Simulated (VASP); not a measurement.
# BN (P6_3mc) in VASP: further runs, part 2 of 2

VASP 6.6.1. The steps go on from the part before.

**3. Single point, LDA+U**

Contents of INCAR:

```
ALGO     = Normal         # electronic algorithm
EDIFF    = 1E-6           # SCF threshold, eV
ENCUT    = 600            # plane-wave cutoff, eV
GGA_COMPAT= False        
ISIF     = 2              # what is computed and relaxed
ISMEAR   = 1              # smearing method
LASPH    = True           # aspherical terms in the spheres
LCHARG   = True           # write CHGCAR
LDAU     = True           # DFT+U
LDAUJ    = 0 0          
LDAUL    = -1 1           # shell
LDAUPRINT= 1            
LDAUTYPE = 2            
LDAUU    = 0 1.3          # U, eV
LELF     = True           # ELF
LREAL    = False          # projectors in reciprocal space
LVHAR    = True         
LWAVE    = False          # write WAVECAR
NBANDS   = 16             # bands
NELM     = 200            # most SCF steps
PREC     = Accurate       # precision mode
SIGMA    = 0.1            # smearing width, eV
```

Contents of KPOINTS:

```
k-points
0
Gamma
  3 3 1
```

Contents of POSCAR:

```
BN
1.0
    2.5539396017      0.0000000000      0.0000000000
   -1.2769698009      2.2117765748      0.0000000000
    0.0000000000      0.0000000000      4.2268550000
B N
2 2
Direct
    0.6666666667      0.3333333333      0.9997240000
    0.3333333333      0.6666666667      0.4997240000
    0.6666666667      0.3333333333      0.6252760000
    0.3333333333      0.6666666667      0.1252760000
```

Potentials or basis: VASP PAW LDA potentials, release 64 (B, N).

Run with:

```bash
$ cat potpaw_LDA.64/B/POTCAR potpaw_LDA.64/N/POTCAR > POTCAR
$ mpirun -np 1 vasp_std > vasp.out
```

OUTCAR:

```text
EDIFF = 1E-6
   ENCUT = 600
   ISIF = 2
   ISMEAR = 1
   LASPH = True
   LREAL = False
   NELM = 200
   PREC = Accurate

 ion  position               nearest neighbor table
   1  0.667  0.333  1.000-   4 1.57   4 1.57   4 1.57   3 1.58
   2  0.333  0.667  0.500-   3 1.57   3 1.57   3 1.57   4 1.58
   3  0.667  0.333  0.625-   2 1.57   2 1.57   2 1.57   1 1.58
   4  0.333  0.667  0.125-   1 1.57   1 1.57   1 1.57   2 1.58

  LATTYP: Found a hexagonal cell.
 ALAT       =     2.5539396017
 C/A-ratio  =     1.6550332659

  Lattice vectors:

 A1 = (   2.5539396017,   0.0000000000,   0.0000000000)
 A2 = (  -1.2769698009,   2.2117765748,   0.0000000000)
 A3 = (   0.0000000000,   0.0000000000,   4.2268550000)

Analysis of symmetry for initial positions (statically):
=====================================================================
 Subroutine PRICEL returns:
 Original cell was already a primitive cell.

 Routine SETGRP: Setting up the symmetry group for a
 hexagonal supercell.

 Subroutine GETGRP returns: Found 12 space group operations
 (whereof  6 operations were pure point group operations)
 out of a pool of 24 trial point group operations.

The static configuration has the point symmetry C_3v.
 The point group associated with its full space group is C_6v.

Analysis of symmetry for dynamics (positions and initial velocities):
=====================================================================
 Subroutine PRICEL returns:
 Original cell was already a primitive cell.

 Routine SETGRP: Setting up the symmetry group for a
 hexagonal supercell.

 Subroutine GETGRP returns: Found 12 space group operations
 (whereof  6 operations were pure point group operations)
 out of a pool of 24 trial point group operations.

The dynamic configuration has the point symmetry C_3v.
 The point group associated with its full space group is C_6v.

 Subroutine INISYM returns: Found 12 space group operations
 (whereof  6 operations are pure point group operations),
 and found     1 'primitive' translations

----------------------------------------------------------------------------------------

                                     Primitive cell

  volume of cell :      23.8764

  direct lattice vectors                    reciprocal lattice vectors
     2.553939602  0.000000000  0.000000000     0.391551938  0.226062617  0.000000000
    -1.276969801  2.211776575  0.000000000     0.000000000  0.452125233  0.000000000
     0.000000000  0.000000000  4.226855000     0.000000000  0.000000000  0.236582518

  length of vectors
     2.553939602  2.553939602  4.226855000     0.452125233  0.452125233  0.236582518

  position of ions in fractional coordinates (direct lattice)
     0.666666667  0.333333333  0.999724000
     0.333333333  0.666666667  0.499724000
     0.666666667  0.333333333  0.625276000
     0.333333333  0.666666667  0.125276000

  ion indices of the primitive-cell ions
   primitive index   ion index
                 1           1
                 2           2
                 3           3
                 4           4

----------------------------------------------------------------------------------------

 KPOINTS: k-points

Automatic generation of k-mesh.
 Grid dimensions read from file:
 generate k-points for:    3    3    1

 Generating k-lattice:

  Cartesian coordinates                     Fractional coordinates (reciprocal lattice)
     0.130517313  0.075354206  0.000000000     0.333333333  0.000000000  0.000000000
     0.000000000  0.150708411  0.000000000     0.000000000  0.333333333  0.000000000
     0.000000000  0.000000000  0.236582518     0.000000000  0.000000000  1.000000000

  Length of vectors
     0.150708411  0.150708411  0.236582518

  Shift w.r.t. Gamma in fractional coordinates (k-lattice)
     0.000000000  0.000000000  0.000000000

 Subroutine IBZKPT returns following result:
 ===========================================

 Found      3 irreducible k-points:

 Following reciprocal coordinates:
            Coordinates               Weight
  0.000000  0.000000  0.000000      1.000000
  0.333333  0.000000  0.000000      6.000000
  0.333333  0.333333  0.000000      2.000000
   k-points           NKPTS =      3   k-points in BZ     NKDIM =      3   number of bands    NBANDS=     16
   number of dos      NEDOS =    301   number of ions     NIONS =      4
   total plane-waves  NPLWV =  14400
   dimension x,y,z NGX =    20 NGY =   20 NGZ =   36
   dimension x,y,z NGXF=    40 NGYF=   40 NGZF=   72
   ions per type =               2   2
   NGX,Y,Z   is equivalent  to a cutoff of  13.02, 13.02, 14.16 a.u.
   NGXF,Y,Z  is equivalent  to a cutoff of  26.04, 26.04, 28.32 a.u.
 SYSTEM =  unknown system
   PREC   = accura    normal or accurate (medium, high low for compatibility)
   ISTART =      0    job   : 0-new  1-cont  2-samecut
   ICHARG =      2    charge: 1-file 2-atom 10-const
   ISPIN  =      1    spin polarized calculation?
   LNONCOLLINEAR =      F non collinear calculations
   LSORBIT =      F    spin-orbit coupling
   LASPH  =      T    aspherical Exc in radial PAW
   ENCUT  =  600.0 eV  44.10 Ry    6.64 a.u.   5.10  5.10  8.44*2*pi/ulx,y,z
   NELM   =    200;   NELMIN=  2; NELMDL= -5     # of ELM steps
   EDIFF  = 0.1E-05   stopping-criterion for ELM
   LREAL  =      F    real-space projection
   EDIFFG = 0.1E-04   stopping-criterion for IOM
   NSW    =      0    number of steps for IOM
   IBRION =     -1    ionic relax: 0-MD 1-quasi-New 2-CG
   NFREE  =      0    steps in history (QN), initial steepest desc. (CG)
   ISIF   =      2    stress and relaxation
   ISYM   =      2    0-nonsym 1-usesym 2-fastsym
   POTIM  = 0.5000    time-step for ionic-motion
   TEBEG  =    0.0;   TEEND  =   0.0 temperature during run
   PSTRESS=    0.0 pullay stress
   NELECT =      16.0000    total number of electrons
   NUPDOWN=      -1.0000    fix difference up-down
   EMIN   =  10.00;   EMAX   =-10.00  energy-range for DOS
   EFERMI =   0.00;   METHOD = LEGACY
   ISMEAR =     1;   SIGMA  =   0.10  broadening in eV -4-tet -1-fermi 0-gaus
   EFERMI_NEDOS =   21; number of points for ismear=-14 and -15
   IALGO  =     38    algorithm
   IMIX   =      4    mixing-type and parameters
     AMIX     =   0.40;   BMIX     =  1.00
     AMIX_MAG =   1.60;   BMIX_MAG =  1.00
  volume/ion in A,a.u.               =       5.97        40.28
  Fermi-wavevector in a.u.,A,eV,Ry     =   1.432600  2.707222 27.923836  2.052344
  Thomas-Fermi vector in A             =   2.552210
   LORBIT       =      0    0 simple, 1 ext, 2 COOP (PROOUT), +10 PAW based schemes
 LDA+U is selected, type is set to LDAUTYPE =  2
   angular momentum for each species LDAUL =    -1    1
   U (eV)           for each species LDAUU =   0.0  1.3
   J (eV)           for each species LDAUJ =   0.0  0.0
   GGA     = CA    functional components
   LHFCALC =     F    Hartree Fock is set to
   AEXX    =    0.0000 exact exchange contribution
   IVDW    =     0    specifies the selected vdW correction
   LEPSILON=     F    determine dielectric tensor
   LRPA    =     F    only Hartree local field effects (RPA)
 non-spin polarized calculation
 Methfessel and Paxton  Order N= 1 SIGMA  =   0.10
  energy-cutoff  :      600.00
  volume of cell :       23.88
 maximum number of plane-waves:       805
   NGX = 11   NGY = 11   NGZ = 17

 number of electron      16.0000000 magnetization

 Free energy of the ion-electron system (eV)
  ---------------------------------------------------
  ext. energy  EPLUGINS =         0.00000000
  ---------------------------------------------------
  free energy    TOTEN  =       -36.50248490 eV

  energy without entropy =      -36.50377335  energy(sigma->0) =      -36.50291438

 E-fermi :   7.6123     XC(G=0): -13.0357

 val. band max:        7.5281060943   @ k =   0.0000   0.0000   0.0000
 cond. band min:      12.3902962537   @ k =   0.3333   0.3333   0.0000
 fundamental gap:      4.8621901594
 Fermi energy:         7.6122938357

 k-point     1 :       0.0000    0.0000    0.0000
  band No.  band energies     occupation
      1     -12.6735      2.00000
      2      -8.4918      2.00000
      3      -3.4014      2.00000
      4       5.3988      2.00000
      5       5.3988      2.00000
      6       7.2300      2.00000
[... 8 lines left out ...]
     15      19.1350      0.00000
     16      23.3367      0.00000

 k-point     2 :       0.3333    0.0000    0.0000
  band No.  band energies     occupation
      1     -10.3756      2.00000
      2      -7.0770      2.00000
      3      -1.1879      2.00000
      4      -0.6435      2.00000
      5       2.0415      2.00000
      6       3.0810      2.00000
[... 8 lines left out ...]
     15      23.0033      0.00000
     16      23.5522      0.00000

 k-point     3 :       0.3333    0.3333    0.0000
  band No.  band energies     occupation
      1      -7.3331      2.00000
      2      -7.3331      2.00000
      3      -1.7574      2.00000
      4       0.3755      2.00000
      5       0.3755      2.00000
      6       2.0614      2.00000
[... 8 lines left out ...]
     15      22.3765      0.00000
     16      22.3765      0.00000

------------------------ aborting loop because EDIFF is reached ----------------------------------------

  FORCE on cell =-STRESS in cart. coord.  units (eV):
  Direction    XX          YY          ZZ          XY          YZ          ZX
  --------------------------------------------------------------------------------------
  -------------------------------------------------------------------------------------
  Total        0.6325033      0.6325033     -4.8237329     -0.0000000      0.0000000      0.0000000
  in kB       42.4428126     42.4428126   -323.6865155     -0.0000000      0.0000000      0.0000000
  external PRESSURE =     -79.6002968 kB  Pullay stress =       0.0000000 kB

 VOLUME and BASIS-vectors are now :
 -----------------------------------------------------------------------------
  energy-cutoff  :      600.00
  volume of cell :       23.88
      direct lattice vectors                 reciprocal lattice vectors
     2.553939602  0.000000000  0.000000000     0.391551938  0.226062617  0.000000000
    -1.276969801  2.211776575  0.000000000     0.000000000  0.452125233  0.000000000
     0.000000000  0.000000000  4.226855000     0.000000000  0.000000000  0.236582518

 POSITION                                       TOTAL-FORCE (eV/Angst)
 -----------------------------------------------------------------------------------
      1.27697      0.73726      4.22569         0.000000      0.000000      1.369713
     -0.00000      1.47452      2.11226        -0.000000     -0.000000      1.369713
      1.27697      0.73726      2.64295        -0.000000      0.000000     -1.369713
     -0.00000      1.47452      0.52952         0.000000     -0.000000     -1.369713
 -----------------------------------------------------------------------------------
    total drift:                               -0.000000     -0.000000      0.000654

  FREE ENERGIE OF THE ION-ELECTRON SYSTEM (eV)
  ---------------------------------------------------
  free  energy   TOTEN  =       -36.5024848953 eV

  energy  without entropy=      -36.5037733499  energy(sigma->0) =      -36.50291438
```

It took 2.1 s on 1 thread of Intel Xeon Platinum 8259CL at 2.50GHz (Skylake/Cascade Lake), shared host; peak memory 0.12 GiB.

What came out:

- Free energy: -36.5025 eV
- Pressure: -8.0 GPa
- Largest force: 1.370 eV/Å
- Band gap on the k mesh: 4.86 eV (least direct gap 8.09 eV)

Forces on the atoms (eV/Å):
```
B    0.000  0.000  1.370
B    0.000  0.000  1.370
N    0.000  0.000 -1.370
N    0.000  0.000 -1.370
```

Stress tensor (GPa, compression positive):
```
  4.24   0.00   0.00
  0.00   4.24   0.00
  0.00   0.00 -32.37
```

Caveat: the k points lie up to 1.49 Å⁻¹ apart; an odd mesh through Γ misses points on the zone boundary, where band edges can lie; forces of over 1 eV/Å act on the atoms, so gaps and moduli don't describe the material at rest.

**4. Single point, PBE+U**

Contents of INCAR:

```
  PREC = Accurate
  ENCUT = 600
  EDIFF = 1E-6
  ISMEAR = -1
  SIGMA = 0.025851999786435532
  LREAL = False
  LASPH = True
  NELM = 200
  ALGO = Normal
  ISIF = 2
  LWAVE = False
  LCHARG = False
  LDAU = True
  LDAUTYPE = 2
  LDAUL = -1 1
  LDAUU = 0 1.9
  LDAUJ = 0 0
  LDAUPRINT = 1
  GGA = PE
  NBANDS = 16
  GGA_COMPAT = False
```

Contents of KPOINTS:

```
Automatic mesh
0
Gamma
  6 6 4
```

POSCAR is that of step 3.

Potentials or basis: VASP PAW PBE potentials, release 64 (B, N).

Run with:

```bash
$ cat potpaw_PBE.64/B/POTCAR potpaw_PBE.64/N/POTCAR > POTCAR
$ mpirun -np 1 vasp_std > vasp.out
```

It took 7.5 s on 1 thread of Intel Xeon Platinum 8259CL at 2.50GHz (Skylake/Cascade Lake), shared host; peak memory 0.13 GiB.

It converged, with:

- Free energy: -32.0006 eV
- Pressure: 0.8 GPa
- Largest force: 0.018 eV/Å
- Band gap on the k mesh: 5.17 eV (least direct gap 8.23 eV)

Forces in eV/Å, atoms in the order of the input:
```
B    0.000  0.000  0.018
B    0.000  0.000  0.018
N    0.000  0.000 -0.018
N    0.000  0.000 -0.018
```

Stress tensor (GPa, compression positive):
```
1.01 0.00 0.00
0.00 1.01 0.00
0.00 0.00 0.29
```

Levels at points of the mesh, in eV from the valence-band top:
| k point | band 4 | band 5 | band 6 | band 7 | band 8 | band 9 | band 10 | band 11 | band 12 | band 13 |
| --- | --- | --- | --- | --- | --- | --- | --- | --- | --- | --- |
| (0.00, 0.00, 0.00) | -2.10 | -2.10 | -0.27 | 0.00 | 0.00 | 8.31 | 8.31 | 8.50 | 9.38 | 10.59 |
| (0.50, 0.00, 0.00) | -7.76 | -6.86 | -4.94 | -4.37 | -2.10 | 6.65 | 7.91 | 10.53 | 11.36 | 12.77 |
| (0.00, 0.00, 0.50) | -5.69 | -1.17 | -1.17 | -1.17 | -1.17 | 9.38 | 9.38 | 9.85 | 9.85 | 9.85 |
| (0.50, 0.00, 0.50) | -9.95 | -3.73 | -3.73 | -3.55 | -3.55 | 6.52 | 6.52 | 9.95 | 9.95 | 14.16 |

Caveat: the k points lie up to 0.47 Å⁻¹ apart.

**5. Summary**

```csv
level,potentials or basis,U,k mesh,smearing,gap on the mesh (eV),pressure (GPa),largest force (eV/Å)
PBE+D3(BJ)+U,"VASP PAW PBE potentials, release 64 (B, N)",N p U = 2.2 eV,3 × 3 × 1,gaussian 0.1 eV,5.11,-0.4,1.31
LDA+U,"VASP PAW LDA potentials, release 64 (B, N)",N p U = 1.3 eV,3 × 3 × 1,methfessel-paxton 0.1 eV,4.86,-8.0,1.37
PBE+U,"VASP PAW PBE potentials, release 64 (B, N)",N p U = 1.9 eV,6 × 6 × 4,fermi-dirac 0.025852 eV,5.17,0.8,0.02
```

Alike in all rows: task single point; no spin polarisation; cell as given; cutoff (eV) 600.

Caveats: all runs use coarse meshes; an odd mesh through Γ misses points on the zone boundary, where band edges can lie (at least some runs); forces of over 1 eV/Å act on the atoms, so gaps and moduli don't describe the material at rest (at least some runs).

Total energies depend on the potentials used, so only differences within one code and one set of settings carry meaning.
